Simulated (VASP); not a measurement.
Set up this calculation in VASP 6.6.1, as the native input.

```yaml
Task: single point
Functional: revPBE
Potentials_or_basis: VASP PAW PBE potentials, release 64 (As, Mn_pv)
Cutoff: 520 eV
k_mesh: 8 × 8 × 5
Occupations: fermi-dirac, width 0.05 eV
Spin: collinear spin, ferromagnetic start
Starting_moments: "[0.0, 0.0, 4.0, 4.0] μB"
Dipole_correction: no
Further_INCAR_settings: ALGO = Normal; EDIFF = 1e-06; NBANDS = 30
```

The structure of MnAs lies in POSCAR:

```
MnAs
1.0
    3.7100000000      0.0000000000      0.0000000000
   -1.8550000000      3.2129542480      0.0000000000
    0.0000000000      0.0000000000      5.6910000000
As Mn
2 2
Direct
    0.6666666667      0.3333333333      0.7500000000
    0.3333333333      0.6666666667      0.2500000000
    0.0000000000      0.0000000000      0.5000000000
    0.0000000000      0.0000000000      0.0000000000
```

One way to write it, as run:

INCAR

```
PREC = Accurate ; ENCUT = 520
EDIFF = 1E-6 ; ISMEAR = -1
SIGMA = 0.05 ; LREAL = F
LASPH = T ; NELM = 150
ALGO = Normal ; ISIF = 2
LWAVE = F ; LCHARG = F
ISPIN = 2 ; MAGMOM = 0 0 4 4
LORBIT = 11 ; LMAXMIX = 4
GGA = RE ; NBANDS = 30
```

KPOINTS

```
regular mesh
0
Gamma
  8 8 5
```

Potentials or basis: VASP PAW PBE potentials, release 64 (As, Mn_pv).

Run with:

```sh
$ cat potpaw_PBE.64/As/POTCAR potpaw_PBE.64/Mn_pv/POTCAR > POTCAR
$ mpirun -np 1 vasp_std > vasp.out
```

Results of the run:

```yaml
Pressure: -0.8 GPa
Net_moment: 6.36 μB per cell
Site_moments: As -0.13; Mn +3.24 μB
Valence_electrons_inside_the_program's_atomic_spheres: As 2.79; Mn 11.56
```

Caveat: the PAW data sets were made with another functional, which shifts forces and pressure a little; the run started ferromagnetic, and an antiferromagnetic order may lie lower in energy.

It took 51 s on 1 thread of Intel(R) Xeon(R) 6975P-C (Granite Rapids) (shared host), peak memory 0.25 GiB.
